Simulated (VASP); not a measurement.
# Ta (I4/mmm) in VASP: further runs

Runs on Ta. Level: PBEsol. Tasks: single point.

Everything below comes from runs of VASP 6.6.1. Logs are shortened: lines on timing, memory, paths and dates and some standing lists are left out, and cuts for length are marked.

## 1. The cell of the first run

The structure is tetragonal, space group I4/mmm (No. 139). The conventional cell has a = 3.084 Å, b = 3.084 Å, c = 4.158 Å, α = 90.00°, β = 90.00°, γ = 90.00°. Within 4.4 Å of Ta (site symmetry 4/mmm) lie 18 Ta at 3.01 to 4.36 Å.

## 2. Single point, PBEsol (19.77 Å³/atom)

INCAR reads:

```
ALGO     = Fast           # electronic algorithm
EDIFF    = 1E-6           # SCF threshold, eV
ENCUT    = 520            # plane-wave cutoff, eV
GGA      = PS             # functional
ISIF     = 2              # what is computed and relaxed
ISMEAR   = 0              # smearing method
LASPH    = True           # aspherical terms in the spheres
LCHARG   = False          # write CHGCAR
LREAL    = False          # projectors in reciprocal space
LWAVE    = False          # write WAVECAR
NBANDS   = 12             # bands
NELM     = 80             # most SCF steps
PREC     = Accurate       # precision mode
SIGMA    = 0.15           # smearing width, eV
```

KPOINTS reads:

```
k-points
0
Gamma
  22 22 22
```

POSCAR reads:

```
Ta
1.0
   -1.5418258478      1.5418258478      2.0789979731
    1.5418258478     -1.5418258478      2.0789979731
    1.5418258478      1.5418258478     -2.0789979731
Ta
1
Direct
    0.0000000000      0.0000000000      0.0000000000
```

Potentials or basis: VASP PAW PBE potentials, release 64 (Ta_pv).

Run with:

```bash
$ cat potpaw_PBE.64/Ta_pv/POTCAR > POTCAR
$ mpirun -np 1 vasp_std > vasp.out
```

OUTCAR:

```text
EDIFF = 1E-6
   ENCUT = 520
   GGA = PS
   ISIF = 2
   ISMEAR = 0
   LASPH = True
   LREAL = False
   NELM = 80
   PREC = Accurate

 ion  position               nearest neighbor table
   1  0.000  0.000  0.000-

  LATTYP: Found a body centered tetragonal cell.
 ALAT       =     3.0836516956
 C/A-ratio  =     1.3484000000

  Lattice vectors:

 A1 = (  -1.5418258478,   1.5418258478,   2.0789979731)
 A2 = (   1.5418258478,  -1.5418258478,   2.0789979731)
 A3 = (   1.5418258478,   1.5418258478,  -2.0789979731)

Analysis of symmetry for initial positions (statically):
=====================================================================
 Subroutine PRICEL returns:
 Original cell was already a primitive cell.

 Routine SETGRP: Setting up the symmetry group for a
 body centered tetragonal supercell.

 Subroutine GETGRP returns: Found 16 space group operations
 (whereof 16 operations were pure point group operations)
 out of a pool of 16 trial point group operations.

The static configuration has the point symmetry D_4h.

Analysis of symmetry for dynamics (positions and initial velocities):
=====================================================================
 Subroutine PRICEL returns:
 Original cell was already a primitive cell.

 Routine SETGRP: Setting up the symmetry group for a
 body centered tetragonal supercell.

 Subroutine GETGRP returns: Found 16 space group operations
 (whereof 16 operations were pure point group operations)
 out of a pool of 16 trial point group operations.

The dynamic configuration has the point symmetry D_4h.

 Subroutine INISYM returns: Found 16 space group operations
 (whereof 16 operations are pure point group operations),
 and found     1 'primitive' translations

----------------------------------------------------------------------------------------

                                     Primitive cell

  volume of cell :      19.7690

  direct lattice vectors                    reciprocal lattice vectors
    -1.541825848  1.541825848  2.078997973     0.000000000  0.324290840  0.240500475
     1.541825848 -1.541825848  2.078997973     0.324290840  0.000000000  0.240500475
     1.541825848  1.541825848 -2.078997973     0.324290840  0.324290840  0.000000000

  length of vectors
     3.012753966  3.012753966  3.012753966     0.403738811  0.403738811  0.458616505

  position of ions in fractional coordinates (direct lattice)
     0.000000000  0.000000000  0.000000000

  ion indices of the primitive-cell ions
   primitive index   ion index
                 1           1

----------------------------------------------------------------------------------------

 KPOINTS: k-points

Automatic generation of k-mesh.
 Grid dimensions read from file:
 generate k-points for:   22   22   22

 Generating k-lattice:

  Cartesian coordinates                     Fractional coordinates (reciprocal lattice)
     0.000000000  0.014740493  0.010931840     0.045454545  0.000000000  0.000000000
     0.014740493  0.000000000  0.010931840     0.000000000  0.045454545  0.000000000
     0.014740493  0.014740493  0.000000000     0.000000000  0.000000000  0.045454545

  Length of vectors
     0.018351764  0.018351764  0.020846205

  Shift w.r.t. Gamma in fractional coordinates (k-lattice)
     0.000000000  0.000000000  0.000000000

 Subroutine IBZKPT returns following result:
 ===========================================

 Found    834 irreducible k-points:

 Following reciprocal coordinates:
            Coordinates               Weight
  0.000000  0.000000  0.000000      1.000000
  0.045455 -0.000000  0.000000      8.000000
  0.090909 -0.000000  0.000000      8.000000
  0.136364  0.000000  0.000000      8.000000
  0.181818  0.000000 -0.000000      8.000000
  0.227273  0.000000  0.000000      8.000000
[... 16 lines left out ...]
  0.500000  0.045455  0.000000     16.000000
 -0.454545  0.045455  0.000000     16.000000
 [... further k-points ...]
   k-points           NKPTS =    834   k-points in BZ     NKDIM =    834   number of bands    NBANDS=     12
   number of dos      NEDOS =    301   number of ions     NIONS =      1
   total plane-waves  NPLWV =  13824
   dimension x,y,z NGX =    24 NGY =   24 NGZ =   24
   dimension x,y,z NGXF=    48 NGYF=   48 NGZF=   48
   ions per type =               1
   NGX,Y,Z   is equivalent  to a cutoff of  13.24, 13.24, 13.24 a.u.
   NGXF,Y,Z  is equivalent  to a cutoff of  26.49, 26.49, 26.49 a.u.
 SYSTEM =  unknown system
   PREC   = accura    normal or accurate (medium, high low for compatibility)
   ISTART =      0    job   : 0-new  1-cont  2-samecut
   ICHARG =      2    charge: 1-file 2-atom 10-const
   ISPIN  =      1    spin polarized calculation?
   LNONCOLLINEAR =      F non collinear calculations
   LSORBIT =      F    spin-orbit coupling
   LASPH  =      T    aspherical Exc in radial PAW
   ENCUT  =  520.0 eV  38.22 Ry    6.18 a.u.   5.60  5.60  5.60*2*pi/ulx,y,z
   NELM   =     80;   NELMIN=  2; NELMDL= -5     # of ELM steps
   EDIFF  = 0.1E-05   stopping-criterion for ELM
   LREAL  =      F    real-space projection
   EDIFFG = 0.1E-04   stopping-criterion for IOM
   NSW    =      0    number of steps for IOM
   IBRION =     -1    ionic relax: 0-MD 1-quasi-New 2-CG
   NFREE  =      0    steps in history (QN), initial steepest desc. (CG)
   ISIF   =      2    stress and relaxation
   ISYM   =      2    0-nonsym 1-usesym 2-fastsym
   POTIM  = 0.5000    time-step for ionic-motion
   TEBEG  =    0.0;   TEEND  =   0.0 temperature during run
   PSTRESS=    0.0 pullay stress
   NELECT =      11.0000    total number of electrons
   NUPDOWN=      -1.0000    fix difference up-down
   EMIN   =  10.00;   EMAX   =-10.00  energy-range for DOS
   EFERMI =   0.00;   METHOD = LEGACY
   ISMEAR =     0;   SIGMA  =   0.15  broadening in eV -4-tet -1-fermi 0-gaus
   EFERMI_NEDOS =   21; number of points for ismear=-14 and -15
   IALGO  =     68    algorithm
   IMIX   =      4    mixing-type and parameters
     AMIX     =   0.40;   BMIX     =  1.00
     AMIX_MAG =   1.60;   BMIX_MAG =  1.00
  volume/ion in A,a.u.               =      19.77       133.41
  Fermi-wavevector in a.u.,A,eV,Ry     =   1.346514  2.544542 24.668717  1.813100
  Thomas-Fermi vector in A             =   2.474340
   LORBIT       =      0    0 simple, 1 ext, 2 COOP (PROOUT), +10 PAW based schemes
   GGA     = PS    functional components
   LHFCALC =     F    Hartree Fock is set to
   AEXX    =    0.0000 exact exchange contribution
   IVDW    =     0    specifies the selected vdW correction
   LEPSILON=     F    determine dielectric tensor
   LRPA    =     F    only Hartree local field effects (RPA)
 non-spin polarized calculation
 RMM-DIIS sequential band-by-band and
 Gauss-broadening in eV      SIGMA  =   0.15
  energy-cutoff  :      520.00
  volume of cell :       19.77
 maximum number of plane-waves:       548
   NGX = 11   NGY = 11   NGZ = 11

 number of electron      10.9999998 magnetization

 Free energy of the ion-electron system (eV)
  ---------------------------------------------------
  ext. energy  EPLUGINS =         0.00000000
  ---------------------------------------------------
  free energy    TOTEN  =       -12.23043944 eV

  energy without entropy =      -12.21469914  energy(sigma->0) =      -12.22256929

 E-fermi :   4.9236     XC(G=0): -12.2614

 val. band max:        4.9210583956   @ k =  -0.1364  -0.4091   0.0455
 cond. band min:       4.9247740758   @ k =  -0.3182   0.4091   0.2727
 fundamental gap:      0.0037156802
 Fermi energy:         4.9236179203

 k-point     1 :       0.0000    0.0000    0.0000
  band No.  band energies     occupation
      1     -28.8242      2.00000
      2     -28.8175      2.00000
      3     -28.8175      2.00000
      4      -2.9676      2.00000
      5       5.2221      0.00490
      6       5.2221      0.00490
      7       5.7913      0.00000
      8       7.7710      0.00000
      9       8.5338      0.00000
     10      17.3444      0.00000
     11      21.4437      0.00000
     12      21.4441      0.00000

 k-point     2 :       0.0455   -0.0000    0.0000
  band No.  band energies     occupation
      1     -28.8392      2.00000
      2     -28.8228      2.00000
      3     -28.8205      2.00000
      4      -2.8890      2.00000
      5       5.1928      0.01116
      6       5.2590      0.00157
      7       5.7897      0.00000
      8       7.7426      0.00000
      9       8.4904      0.00000
     10      17.5099      0.00000
     11      21.2073      0.00000
     12      21.5892      0.00000

 k-point     3 :       0.0909   -0.0000    0.0000
  band No.  band energies     occupation
      1     -28.8924      2.00000
      2     -28.8292      2.00000
      3     -28.8284      2.00000
      4      -2.6577      2.00000
      5       5.0746      0.15462
      6       5.3581      0.00004
      7       5.8253      0.00000
      8       7.6766      0.00000
      9       8.3770      0.00000
     10      17.9724      0.00000
     11      18.8793      0.00000
     12      20.5134      0.00000

 k-point     4 :       0.1364    0.0000    0.0000
  band No.  band energies     occupation
      1     -28.9762      2.00000
      2     -28.8428      2.00000
      3     -28.8366      2.00000
      4      -2.2883      2.00000
      5       4.8585      1.46056
      6       5.4802      0.00000
      7       5.9265      0.00000
      8       7.6307      0.00000
      9       8.2434      0.00000
     10      18.5656      0.00000
     11      18.8772      0.00000
     12      19.7263      0.00000

 k-point     5 :       0.1818    0.0000   -0.0000
  band No.  band energies     occupation
      1     -29.0823      2.00000
      2     -28.8602      2.00000
      3     -28.8471      2.00000
      4      -1.8067      2.00000
      5       4.6045      1.99737
      6       5.5588      0.00000
      7       6.0401      0.00000
      8       7.6929      0.00000
      9       8.1679      0.00000
     10      18.3801      0.00000
     11      18.8861      0.00000
     12      19.8390      0.00000
[... 228 lines left out ...]
      1     -29.6297      2.00000
      2     -28.9666      2.00000
      3     -28.9053      2.00000
      4       0.5184      2.00000
      5       4.8654      1.41721
      6       5.0886      0.11980
      7       5.6123      0.00000
      8       9.7223      0.00000
      9      10.4226      0.00000
     10      14.7143      0.00000
     11      17.4507      0.00000
     12      18.8909      0.00000

 k-point    22 :       0.4545    0.0455   -0.0000
  band No.  band energies     occupation
      1     -29.6655      2.00000
      2     -28.9713      2.00000
      3     -28.9116      2.00000
      4       0.5922      2.00000
      5       4.8118      1.70832
      6       5.3542      0.00005
      7       5.5775      0.00000
      8      10.0575      0.00000
      9      10.6371      0.00000
     10      14.2657      0.00000
     11      17.0654      0.00000
     12      18.8895      0.00000

 k-point    23 :       0.5000    0.0455    0.0000
  band No.  band energies     occupation
      1     -29.6698      2.00000
      2     -28.9703      2.00000
      3     -28.9144      2.00000
      4       0.5999      2.00000
      5       4.7940      1.77822
      6       5.3560      0.00005
      7       5.6248      0.00000
      8      10.1789      0.00000
      9      10.5879      0.00000
     10      14.1957      0.00000
     11      17.0069      0.00000
     12      18.8894      0.00000

 k-point    24 :      -0.4545    0.0455    0.0000
  band No.  band energies     occupation
      1     -29.6420      2.00000
      2     -28.9635      2.00000
      3     -28.9135      2.00000
      4       0.5464      2.00000
      5       4.8183      1.67927
      6       5.1687      0.02086
      7       5.6423      0.00000
      8      10.0338      0.00000
      9      10.3136      0.00000
     10      14.5455      0.00000
     11      17.2649      0.00000
     12      18.8902      0.00000

 [... further k-points ...]
[... 5 lines left out ...]
  --------------------------------------------------------------------------------------
  -------------------------------------------------------------------------------------
  Total       -1.5570327     -1.5570327     -2.2722051      0.0000000      0.0000000      0.0000000
  in kB     -126.1896148   -126.1896148   -184.1507150      0.0000000      0.0000000      0.0000000
  external PRESSURE =    -145.5099815 kB  Pullay stress =       0.0000000 kB

 VOLUME and BASIS-vectors are now :
 -----------------------------------------------------------------------------
  energy-cutoff  :      520.00
  volume of cell :       19.77
      direct lattice vectors                 reciprocal lattice vectors
    -1.541825848  1.541825848  2.078997973     0.000000000  0.324290840  0.240500475
     1.541825848 -1.541825848  2.078997973     0.324290840  0.000000000  0.240500475
     1.541825848  1.541825848 -2.078997973     0.324290840  0.324290840  0.000000000

 POSITION                                       TOTAL-FORCE (eV/Angst)
 -----------------------------------------------------------------------------------
      0.00000      0.00000      0.00000        -0.000000      0.000000     -0.000000
 -----------------------------------------------------------------------------------
    total drift:                                0.000000      0.000000      0.000000

  FREE ENERGIE OF THE ION-ELECTRON SYSTEM (eV)
  ---------------------------------------------------
  free  energy   TOTEN  =       -12.2304394351 eV

  energy  without entropy=      -12.2146991358  energy(sigma->0) =      -12.22256929
```

Wall time 55 s (1 thread of Intel Xeon 6975P-C (Granite Rapids), shared host); peak memory 0.29 GiB.

Results:

```
Free energy            : -12.2304 eV
Pressure               : -14.6 GPa
Band gap on the k mesh : zero (an odd number of electrons rules out a gap without spin polarisation)
```

Stress tensor (GPa, compression positive):
```
-12.62   0.00   0.00
  0.00 -12.62   0.00
  0.00   0.00 -18.42
```

Caveat: the cell stands under tension; the PAW data sets were made with another functional, which shifts forces and pressure a little; spin-orbit coupling is left out, which moves the levels of the heavy elements.

[end of part 1 of 2]
